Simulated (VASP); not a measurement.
Here is a VASP 6.6.1 calculation.

The input INCAR:

```
PREC = Accurate
ENCUT = 600
EDIFF = 1E-8
ISMEAR = -1
SIGMA = 0.15
LREAL = False
LASPH = True
NELM = 80
ALGO = Normal
ISIF = 3
LWAVE = False
LCHARG = True
GGA = CA
NBANDS = 10
IBRION = 6
NFREE = 2
POTIM = 0.015
NSW = 1
```

File KPOINTS:

```
Automatic mesh
0
Gamma
  18 18 10
```

The input POSCAR:

```
Al
1.0
    2.6766950734      0.0000000000      0.0000000000
   -1.3383475367      2.3180859317      0.0000000000
    0.0000000000      0.0000000000      4.3883658606
Al
2
Direct
    0.6666666667      0.3333333333      0.7500000000
    0.3333333333      0.6666666667      0.2500000000
```

Potentials or basis: VASP PAW LDA potentials, release 64 (Al).

Run with:

```sh
$ cat potpaw_LDA.64/Al/POTCAR > POTCAR
$ mpirun -np 1 vasp_std > vasp.out
```

Task: Predict the Voigt bulk modulus.

Result: 135 GPa.

Task: Estimate the highest phonon frequency at Γ.

Result: 423 cm⁻¹.

Elastic tensor in Voigt notation (GPa, in the Cartesian axes of the cell as first typed):
```
212 103  94   0   0   0
103 212  94   0   0   0
 94  94 214   0   0   0
  0   0   0  29   0   0
  0   0   0   0  29   0
  0   0   0   0   0  55
```

Caveat: the cell is under stress, which shifts elastic constants.
